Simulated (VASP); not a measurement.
# Gd (Fm-3m) in VASP: a series of runs

Gd is run at these levels: LDA; tasks: single point, relaxation of cell and atoms.

Program: VASP 6.6.1. These are calculated values, not measurements. Logs are shortened: lines on timing, memory, paths and dates and some standing lists are left out, and cuts for length are marked.

## Step 1: The cell of the first run

Symmetry: Fm-3m, No. 225, cubic system. The conventional cell has a = 4.364 Å, b = 4.364 Å, c = 4.364 Å, α = 90.00°, β = 90.00°, γ = 90.00°. Within 4.1 Å of Gd (site symmetry m-3m) lie 12 Gd at 3.09 Å.

This isn't the form of Gd at room conditions, which is hcp.

## Step 2: Single point, LDA, collinear spin, ferromagnetic start

File INCAR:

```
ALGO = Normal ; EDIFF = 1E-6
ENCUT = 600 ; GGA = CA
GGA_COMPAT = False ; ISIF = 2
ISMEAR = 0 ; ISPIN = 2
LASPH = True ; LCHARG = False
LMAXMIX = 6 ; LORBIT = 11
LREAL = False ; LWAVE = False
MAGMOM = 7 ; NBANDS = 19
NELM = 200 ; PREC = Accurate
SIGMA = 0.05
```

File KPOINTS:

```
k-points
0
Gamma
  8 8 8
```

File POSCAR:

```
Gd
1.0
    0.0000000000      2.1821535260      2.1821535260
    2.1821535260      0.0000000000      2.1821535260
    2.1821535260      2.1821535260      0.0000000000
Gd
1
Direct
    0.0000000000      0.0000000000      0.0000000000
```

Potentials or basis: VASP PAW PBE potentials, release 64 (Gd).

On the command line:

```
$ cat potpaw_PBE.64/Gd/POTCAR > POTCAR
$ mpirun -np 1 vasp_std > vasp.out
```

OUTCAR:

```text
EDIFF = 1E-6
   ENCUT = 600
   GGA = CA
   ISIF = 2
   ISMEAR = 0
   ISPIN = 2
   LASPH = True
   LORBIT = 11
   LREAL = False
   NELM = 200
   PREC = Accurate

 ion  position               nearest neighbor table
   1  0.000  0.000  0.000-

  LATTYP: Found a face centered cubic cell.
 ALAT       =     4.3643070520

  Lattice vectors:

 A1 = (   0.0000000000,   2.1821535260,   2.1821535260)
 A2 = (   2.1821535260,   0.0000000000,   2.1821535260)
 A3 = (   2.1821535260,   2.1821535260,   0.0000000000)

Analysis of symmetry for initial positions (statically):
=====================================================================
 Subroutine PRICEL returns:
 Original cell was already a primitive cell.

 Routine SETGRP: Setting up the symmetry group for a
 face centered cubic supercell.

 Subroutine GETGRP returns: Found 48 space group operations
 (whereof 48 operations were pure point group operations)
 out of a pool of 48 trial point group operations.

The static configuration has the point symmetry O_h .

Analysis of symmetry for dynamics (positions and initial velocities):
=====================================================================
 Subroutine PRICEL returns:
 Original cell was already a primitive cell.

 Routine SETGRP: Setting up the symmetry group for a
 face centered cubic supercell.

 Subroutine GETGRP returns: Found 48 space group operations
 (whereof 48 operations were pure point group operations)
 out of a pool of 48 trial point group operations.

The dynamic configuration has the point symmetry O_h .

Analysis of structural, dynamic, and magnetic symmetry:
=====================================================================
 Subroutine PRICEL returns:
 Original cell was already a primitive cell.

 Routine SETGRP: Setting up the symmetry group for a
 face centered cubic supercell.

 Subroutine GETGRP returns: Found 48 space group operations
 (whereof 48 operations were pure point group operations)
 out of a pool of 48 trial point group operations.

The overall configuration has the point symmetry O_h .

 Subroutine INISYM returns: Found 48 space group operations
 (whereof 48 operations are pure point group operations),
 and found     1 'primitive' translations

----------------------------------------------------------------------------------------

                                     Primitive cell

  volume of cell :      20.7819

  direct lattice vectors                    reciprocal lattice vectors
     0.000000000  2.182153526  2.182153526    -0.229131449  0.229131449  0.229131449
     2.182153526  0.000000000  2.182153526     0.229131449 -0.229131449  0.229131449
     2.182153526  2.182153526  0.000000000     0.229131449  0.229131449 -0.229131449

  length of vectors
     3.086031112  3.086031112  3.086031112     0.396867312  0.396867312  0.396867312

  position of ions in fractional coordinates (direct lattice)
     0.000000000  0.000000000  0.000000000

  ion indices of the primitive-cell ions
   primitive index   ion index
                 1           1

----------------------------------------------------------------------------------------

 KPOINTS: k-points

Automatic generation of k-mesh.
 Grid dimensions read from file:
 generate k-points for:    8    8    8

 Generating k-lattice:

  Cartesian coordinates                     Fractional coordinates (reciprocal lattice)
    -0.028641431  0.028641431  0.028641431     0.125000000  0.000000000  0.000000000
     0.028641431 -0.028641431  0.028641431     0.000000000  0.125000000  0.000000000
     0.028641431  0.028641431 -0.028641431     0.000000000  0.000000000  0.125000000

  Length of vectors
     0.049608414  0.049608414  0.049608414

  Shift w.r.t. Gamma in fractional coordinates (k-lattice)
     0.000000000  0.000000000  0.000000000

 Subroutine IBZKPT returns following result:
 ===========================================

 Found     29 irreducible k-points:

 Following reciprocal coordinates:
            Coordinates               Weight
  0.000000  0.000000  0.000000      1.000000
  0.125000  0.000000  0.000000      8.000000
  0.250000  0.000000  0.000000      8.000000
  0.375000  0.000000  0.000000      8.000000
  0.500000  0.000000  0.000000      4.000000
  0.125000  0.125000  0.000000      6.000000
[... 16 lines left out ...]
  0.500000  0.250000  0.125000     48.000000
 -0.375000  0.250000  0.125000     24.000000
 [... further k-points ...]
   k-points           NKPTS =     29   k-points in BZ     NKDIM =     29   number of bands    NBANDS=     19
   number of dos      NEDOS =    301   number of ions     NIONS =      1
   total plane-waves  NPLWV =  21952
   dimension x,y,z NGX =    28 NGY =   28 NGZ =   28
   dimension x,y,z NGXF=    56 NGYF=   56 NGZF=   56
   ions per type =               1
   NGX,Y,Z   is equivalent  to a cutoff of  15.08, 15.08, 15.08 a.u.
   NGXF,Y,Z  is equivalent  to a cutoff of  30.17, 30.17, 30.17 a.u.
 SYSTEM =  unknown system
   PREC   = accura    normal or accurate (medium, high low for compatibility)
   ISTART =      0    job   : 0-new  1-cont  2-samecut
   ICHARG =      2    charge: 1-file 2-atom 10-const
   ISPIN  =      2    spin polarized calculation?
   LNONCOLLINEAR =      F non collinear calculations
   LSORBIT =      F    spin-orbit coupling
   LASPH  =      T    aspherical Exc in radial PAW
   ENCUT  =  600.0 eV  44.10 Ry    6.64 a.u.   6.16  6.16  6.16*2*pi/ulx,y,z
   NELM   =    200;   NELMIN=  2; NELMDL= -5     # of ELM steps
   EDIFF  = 0.1E-05   stopping-criterion for ELM
   LREAL  =      F    real-space projection
   EDIFFG = 0.1E-04   stopping-criterion for IOM
   NSW    =      0    number of steps for IOM
   IBRION =     -1    ionic relax: 0-MD 1-quasi-New 2-CG
   NFREE  =      0    steps in history (QN), initial steepest desc. (CG)
   ISIF   =      2    stress and relaxation
   ISYM   =      2    0-nonsym 1-usesym 2-fastsym
   POTIM  = 0.5000    time-step for ionic-motion
   TEBEG  =    0.0;   TEEND  =   0.0 temperature during run
   PSTRESS=    0.0 pullay stress
   NELECT =      18.0000    total number of electrons
   NUPDOWN=      -1.0000    fix difference up-down
   EMIN   =  10.00;   EMAX   =-10.00  energy-range for DOS
   EFERMI =   0.00;   METHOD = LEGACY
   ISMEAR =     0;   SIGMA  =   0.05  broadening in eV -4-tet -1-fermi 0-gaus
   EFERMI_NEDOS =   21; number of points for ismear=-14 and -15
   IALGO  =     38    algorithm
   IMIX   =      4    mixing-type and parameters
     AMIX     =   0.40;   BMIX     =  1.00
     AMIX_MAG =   1.60;   BMIX_MAG =  1.00
  volume/ion in A,a.u.               =      20.78       140.24
  Fermi-wavevector in a.u.,A,eV,Ry     =   1.560524  2.948962 33.133372  2.435234
  Thomas-Fermi vector in A             =   2.663723
   LORBIT       =     11    0 simple, 1 ext, 2 COOP (PROOUT), +10 PAW based schemes
   GGA     = CA    functional components
   LHFCALC =     F    Hartree Fock is set to
   AEXX    =    0.0000 exact exchange contribution
   IVDW    =     0    specifies the selected vdW correction
   LEPSILON=     F    determine dielectric tensor
   LRPA    =     F    only Hartree local field effects (RPA)
 spin polarized calculation
 Gauss-broadening in eV      SIGMA  =   0.05
  energy-cutoff  :      600.00
  volume of cell :       20.78
 maximum number of plane-waves:       702
 NGX is ok and might be reduce to    28
   NGX = 13   NGY = 13   NGZ = 13

 number of electron      18.0000000 magnetization       6.9095061

 Free energy of the ion-electron system (eV)
  ---------------------------------------------------
  ext. energy  EPLUGINS =         0.00000000
  ---------------------------------------------------
  free energy    TOTEN  =       -11.26954688 eV

  energy without entropy =      -11.26743685  energy(sigma->0) =      -11.26849187

 E-fermi :   5.2340     XC(G=0): -12.5631

 val. band max:        5.2079172824   @ k =  -0.1250   0.1250   0.0000
 cond. band min:       5.2543416549   @ k =  -0.3750   0.3750   0.1250
 fundamental gap:      0.0464243724
 Fermi energy:         5.2340270182

 spin component 1

 k-point     1 :       0.0000    0.0000    0.0000
  band No.  band energies     occupation
      1     -39.0953      1.00000
      2     -15.2920      1.00000
      3     -15.2920      1.00000
      4     -15.2920      1.00000
      5       0.3249      1.00000
      6       1.2476      1.00000
[... 11 lines left out ...]
     18      16.6301      0.00000
     19      21.3427      0.00000

 k-point     2 :       0.1250    0.0000    0.0000
  band No.  band energies     occupation
      1     -39.0350      1.00000
      2     -15.7662      1.00000
      3     -15.3447      1.00000
      4     -15.3447      1.00000
      5       1.0497      1.00000
      6       1.2751      1.00000
[... 11 lines left out ...]
     18      17.8365      0.00000
     19      19.5530      0.00000

 k-point     3 :       0.2500    0.0000    0.0000
  band No.  band energies     occupation
      1     -38.8859      1.00000
      2     -16.7957      1.00000
      3     -15.4692      1.00000
      4     -15.4692      1.00000
      5       1.2904      1.00000
      6       1.4435      1.00000
[... 11 lines left out ...]
     18      17.0094      0.00000
     19      21.9192      0.00000

 k-point     4 :       0.3750    0.0000    0.0000
  band No.  band energies     occupation
      1     -38.7315      1.00000
      2     -17.7095      1.00000
      3     -15.5899      1.00000
      4     -15.5899      1.00000
      5       1.2900      1.00000
      6       1.5090      1.00000
[... 407 lines left out ...]
     18      19.9631      0.00000
     19      22.3562      0.00000

 k-point    23 :       0.5000    0.2500    0.1250
  band No.  band energies     occupation
      1     -38.6481      1.00000
      2     -17.4992      1.00000
      3     -16.3306      1.00000
      4     -15.8015      1.00000
      5       1.3533      1.00000
      6       1.4641      1.00000
[... 11 lines left out ...]
     18      19.1440      0.00000
     19      20.6775      0.00000

 k-point    24 :      -0.3750    0.2500    0.1250
  band No.  band energies     occupation
      1     -38.5951      1.00000
      2     -17.7069      1.00000
      3     -16.4262      1.00000
      4     -15.8866      1.00000
      5       1.3356      1.00000
      6       1.4366      1.00000
[... 11 lines left out ...]
     18      17.8443      0.00000
     19      20.3549      0.00000

 [... further k-points ...]

 spin component 2

 k-point     1 :       0.0000    0.0000    0.0000
  band No.  band energies     occupation
      1     -36.3893      1.00000
      2     -13.1083      1.00000
      3     -13.1083      1.00000
      4     -13.1083      1.00000
      5       1.0062      1.00000
      6       5.5487      0.00000
[... 11 lines left out ...]
     18      17.6115      0.00000
     19      22.0907      0.00000

 k-point     2 :       0.1250    0.0000    0.0000
  band No.  band energies     occupation
      1     -36.3181      1.00000
      2     -13.6714      1.00000
      3     -13.1688      1.00000
      4     -13.1688      1.00000
      5       1.7936      1.00000
      6       5.3943      0.00000
[... 11 lines left out ...]
     18      18.7328      0.00000
     19      20.2334      0.00000

 k-point     3 :       0.2500    0.0000    0.0000
  band No.  band energies     occupation
      1     -36.1412      1.00000
      2     -14.8662      1.00000
      3     -13.3110      1.00000
      4     -13.3110      1.00000
      5       2.9835      1.00000
      6       5.5816      0.00000
[... 11 lines left out ...]
     18      17.7961      0.00000
     19      22.8161      0.00000

 k-point     4 :       0.3750    0.0000    0.0000
  band No.  band energies     occupation
      1     -35.9567      1.00000
      2     -15.9067      1.00000
      3     -13.4481      1.00000
      4     -13.4481      1.00000
      5       3.0126      1.00000
      6       5.6893      0.00000
[... 407 lines left out ...]
     18      20.7688      0.00000
     19      23.0856      0.00000

 k-point    23 :       0.5000    0.2500    0.1250
  band No.  band energies     occupation
      1     -35.8573      1.00000
      2     -15.6652      1.00000
      3     -14.3179      1.00000
      4     -13.6967      1.00000
      5       4.4619      1.00000
      6       5.0619      1.00000
[... 11 lines left out ...]
     18      20.1977      0.00000
     19      21.5985      0.00000

 k-point    24 :      -0.3750    0.2500    0.1250
  band No.  band energies     occupation
      1     -35.7936      1.00000
      2     -15.9017      1.00000
      3     -14.4281      1.00000
      4     -13.7949      1.00000
      5       4.5586      1.00000
      6       4.7241      1.00000
[... 11 lines left out ...]
     18      19.1289      0.00000
     19      21.2436      0.00000

 [... further k-points ...]

------------------------ aborting loop because EDIFF is reached ----------------------------------------

  FORCE on cell =-STRESS in cart. coord.  units (eV):
  Direction    XX          YY          ZZ          XY          YZ          ZX
  --------------------------------------------------------------------------------------
  -------------------------------------------------------------------------------------
  Total        2.5718318      2.5718318      2.5718318      0.0000000      0.0000000      0.0000000
  in kB      198.2746707    198.2746707    198.2746707      0.0000000      0.0000000      0.0000000
  external PRESSURE =     198.2746707 kB  Pullay stress =       0.0000000 kB

 VOLUME and BASIS-vectors are now :
 -----------------------------------------------------------------------------
  energy-cutoff  :      600.00
  volume of cell :       20.78
      direct lattice vectors                 reciprocal lattice vectors
     0.000000000  2.182153526  2.182153526    -0.229131449  0.229131449  0.229131449
     2.182153526  0.000000000  2.182153526     0.229131449 -0.229131449  0.229131449
     2.182153526  2.182153526  0.000000000     0.229131449  0.229131449 -0.229131449

 POSITION                                       TOTAL-FORCE (eV/Angst)
 -----------------------------------------------------------------------------------
      0.00000      0.00000      0.00000         0.000000     -0.000000      0.000000
 -----------------------------------------------------------------------------------
    total drift:                               -0.000000     -0.000000     -0.000000

  FREE ENERGIE OF THE ION-ELECTRON SYSTEM (eV)
  ---------------------------------------------------
  free  energy   TOTEN  =       -11.2695468847 eV

  energy  without entropy=      -11.2674368535  energy(sigma->0) =      -11.26849187

 total charge

# of ion       s       p       d       f       tot
--------------------------------------------------
    1        2.096   5.489   0.905   7.056  15.546

 magnetization (x)

# of ion       s       p       d       f       tot
--------------------------------------------------
    1        0.011  -0.037   0.068   6.653   6.695
```

Wall time 28 s (1 thread of Intel Xeon 6975P-C (Granite Rapids), shared host); peak memory 0.18 GiB.

Results:

| Item | Value |
| --- | --- |
| Free energy | -11.2695 eV |
| Pressure | 19.8 GPa |
| Net moment | 6.91 μB per cell |
| Site moments | Gd +6.70 μB |
| Valence electrons inside the program's atomic spheres | Gd 15.55 |

Levels at points of the mesh, in eV from the Fermi level:
Spin up:
```
           k point  band 8  band 9  band 10  band 11  band 12  band 13  band 14  band 15  band 16  band 17
(0.00, 0.00, 0.00)   -3.75   -3.75    -3.39    -3.39    -3.39     1.77     1.77     1.77     5.59     5.59
(0.50, 0.00, 0.00)   -3.52   -3.46    -3.46    -3.38    -3.02     1.40     1.40     4.11     8.69     8.69
(0.50, 0.50, 0.00)   -3.65   -3.59    -3.52    -3.52    -3.45    -2.70     6.69     8.75     9.70     9.70
```
Spin down:
```tsv
k point	band 2	band 3	band 4	band 5	band 6	band 7	band 8	band 9
(0.00, 0.00, 0.00)	-18.34	-18.34	-18.34	-4.23	0.31	0.86	0.86	0.86
(0.50, 0.00, 0.00)	-21.54	-18.74	-18.74	-2.35	0.38	0.92	0.92	1.16
(0.50, 0.50, 0.00)	-21.29	-19.47	-19.47	-3.11	-2.05	0.97	1.04	1.04
```

Caveat: the cell stands under pressure; the PAW data sets were made with another functional, which shifts forces and pressure a little; spin-orbit coupling is left out, which moves the levels of the heavy elements; semilocal functionals describe open f shells poorly, which spoils levels, moments and volumes. The state reached can hang on the start; a lower one may exist.

(Part 1 of 3 ends here.)
